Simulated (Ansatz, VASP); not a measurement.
## Ta2C: VASP beside Ansatz

The input POSCAR:

```
Ta2C
1.0
    3.1059007354      0.0000000000      0.0000000000
   -1.5529503677      2.6897889385      0.0000000000
    0.0000000000      0.0000000000      4.9464000000
Ta C
2 1
Direct
    0.3333333333      0.6666666667      0.2520100000
    0.6666666667      0.3333333333      0.7479900000
    0.0000000000      0.0000000000      0.0000000000
```

Contents of INCAR.step1:

```
ALGO = Normal ; EDIFF = 1E-4
ENCUT = 520 ; GGA = PE
ISMEAR = 0 ; LASPH = T
LCHARG = F ; LREAL = F
LWAVE = T ; NBANDS = 20
NELM = 80 ; PREC = Accurate
SIGMA = 0.1
```

The input INCAR.step2:

```
ALGO = Normal ; EDIFF = 1E-6
ENCUT = 520 ; ISIF = 2
ISMEAR = 0 ; ISTART = 1
LASPH = T ; LCHARG = F
LMIXTAU = T ; LREAL = F
LWAVE = F ; METAGGA = R2SCAN
NBANDS = 20 ; NELM = 80
PREC = Accurate ; SIGMA = 0.1
```

The input KPOINTS:

```
k-points
0
Gamma
  9 9 6
```

Input for Ansatz:

```yaml
crystal:
  lattice:
    - [3.1059007354, 0.0, 0.0]
    - [-1.5529503677, 2.6897889385, 0.0]
    - [0.0, 0.0, 4.9464]
  atoms:
    - { symbol: Ta, position: [0.3333333333, 0.6666666667, 0.25201] }
    - { symbol: Ta, position: [0.6666666667, 0.3333333333, 0.74799] }
    - { symbol: C, position: [0.0, 0.0, 0.0] }
basis:
  ecutwfc: 500
kpoints:
  mp_grid: { grid: [9, 9, 6] }
hamiltonian:
  xc: r2scan
scf:
  occupations: { method: gaussian, width: 0.1 }
output:
  forces: true
  stress: true
  eigenvalues: true
```

Alike in both runs: task single point; functional r2SCAN; k mesh 9 × 9 × 6; occupations gaussian, width 0.1 eV; no spin polarisation.

|  | VASP | Ansatz |
| --- | --- | --- |
| version | VASP 6.6.1 | Ansatz 0.2.0 |
| potentials or method | VASP PAW PBE potentials, release 64 (Ta_pv, C), cutoff 520 eV | scalar-relativistic, plane waves, PAW |
| valence electrons in the cell | 26 | 30 |

Ansatz gave:

- gap on the k mesh at the Fermi level (eV): none
- pressure (GPa): 1.1
- traceless stress, the component that is largest in VASP (GPa): -0.88
- rms of the force components (eV/Å): 0.124

Problem. Which values does VASP return?

Solution. gap on the k mesh at the Fermi level (eV): none; pressure (GPa): 2.0; traceless stress, the component that is largest in VASP (GPa): -0.92; rms of the force components (eV/Å): 0.146.

VASP's potentials were made for PBE, not for r2SCAN. Atom by atom the forces differ by 0.022 eV/Å (rms over components). A gap of «none» marks a metal or a gap that the smearing closes. VASP's potentials hold 26 valence electrons a cell and Ansatz's 30, so a difference there can come from the potentials and not from the codes.

Spin-orbit coupling is off throughout.
